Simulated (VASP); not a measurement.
Here is a VASP 6.6.1 calculation.

Contents of INCAR:

```
SYSTEM = Si6P
  PREC = Accurate
  ENCUT = 600
  EDIFF = 1E-6
  ISMEAR = 0
  SIGMA = 0.1
  LREAL = .False.
  LASPH = .True.
  NELM = 100
  ALGO = Normal
  ISIF = 3
  LWAVE = .False.
  LCHARG = .False.
  GGA = PE
  IBRION = 2
  NSW = 100
  EDIFFG = -0.01
```

KPOINTS

```
Automatic mesh
0
Gamma
  8 8 8
  0 0 0
```

File POSCAR:

```
Si6P
1.0
    5.7452913696      0.0000000000      0.0000000000
    0.0000000000      5.7452913696      0.0000000000
    0.0000000000      0.0000000000      5.7452913696
Si P
6 1
Direct
    0.2017577230      0.5000000000      0.5000000000
    0.5000000000      0.5000000000      0.7982422770
    0.5000000000      0.5000000000      0.2017577230
    0.5000000000      0.2017577230      0.5000000000
    0.5000000000      0.7982422770      0.5000000000
    0.7982422770      0.5000000000      0.5000000000
    0.0000000000      0.0000000000      0.0000000000
```

Potentials or basis: VASP PAW PBE potentials, release 64 (Si, P).

The run is started by

```bash
$ cat potpaw_PBE.64/Si/POTCAR potpaw_PBE.64/P/POTCAR > POTCAR
$ mpirun -np 1 vasp_std > vasp.out
```

Estimate the space group after relaxing (to 0.05 Å).

Pm-3m (No. 221).

Estimate the relaxed cell.

a = 5.866 Å, b = 5.866 Å, c = 5.866 Å, α = 90.00°, β = 90.00°, γ = 90.00°.

Final structure:
```yaml
crystal:
  lattice:
    - [5.86634, 0.00000, 0.00000]
    - [0.00000, 5.86634, 0.00000]
    - [0.00000, 0.00000, 5.86634]
  atoms:
    - { symbol: Si, position: [0.20657, 0.50000, 0.50000] }
    - { symbol: Si, position: [0.50000, 0.50000, 0.79343] }
    - { symbol: Si, position: [0.50000, 0.50000, 0.20657] }
    - { symbol: Si, position: [0.50000, 0.20657, 0.50000] }
    - { symbol: Si, position: [0.50000, 0.79343, 0.50000] }
    - { symbol: Si, position: [0.79343, 0.50000, 0.50000] }
    - { symbol: P, position: [0.00000, 0.00000, 0.00000] }
```
